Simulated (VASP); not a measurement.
Input of a VASP 6.6.1 run:

Contents of POSCAR:

```
BaZrO3
1.0
    4.2053520359      0.0000000000      0.0000000000
    0.0000000000      4.2053520359      0.0000000000
    0.0000000000      0.0000000000      4.2053520359
Ba Zr O
1 1 3
Direct
    0.0000000000      0.0000000000      0.0000000000
    0.5000000000      0.5000000000      0.5000000000
    0.0000000000      0.5000000000      0.5000000000
    0.5000000000      0.0000000000      0.5000000000
    0.5000000000      0.5000000000      0.0000000000
```

Contents of INCAR.step1:

```
SYSTEM = BaZrO3
ALGO = Normal ; EDIFF = 1E-5
ENCUT = 520 ; GGA = PE
ISIF = 2 ; ISMEAR = 0
LASPH = .TRUE. ; LCHARG = .FALSE.
LREAL = .FALSE. ; LWAVE = .TRUE.
NBANDS = 28 ; NELM = 80
PREC = Accurate ; SIGMA = 0.01
```

File INCAR.step2:

```
SYSTEM = BaZrO3
AEXX = 0.25 ; ALGO = Normal
EDIFF = 1E-7 ; ENCUT = 520
GGA = PE ; ISIF = 2
ISMEAR = 0 ; ISTART = 1
LASPH = .TRUE. ; LCHARG = .FALSE.
LHFCALC = .TRUE. ; LREAL = .FALSE.
LWAVE = .FALSE. ; NBANDS = 28
NELM = 80 ; PREC = Accurate
PRECFOCK = Fast ; SIGMA = 0.01
```

File KPOINTS:

```
k-points
0
G
  4 4 4
  0 0 0
```

Potentials or basis: VASP PAW PBE potentials, release 64 (Ba_sv, Zr_sv, O).

Command:

```sh
$ cat potpaw_PBE.64/Ba_sv/POTCAR potpaw_PBE.64/Zr_sv/POTCAR potpaw_PBE.64/O/POTCAR > POTCAR
$ cp INCAR.step1 INCAR
$ mpirun -np 1 vasp_std > vasp.out
$ cp INCAR.step2 INCAR
$ mpirun -np 1 vasp_std > vasp.out
```

Question: What does it give for the pressure?

Answer: -0.6 GPa.

Question: What does it give for the band gap on the k mesh?

Answer: 5.41 eV (least direct gap 5.70 eV).

Caveat: the PAW data sets were made with another functional, which shifts forces and pressure a little; spin-orbit coupling is left out, which moves the levels of the heavy elements. A k mesh can miss the band edges.
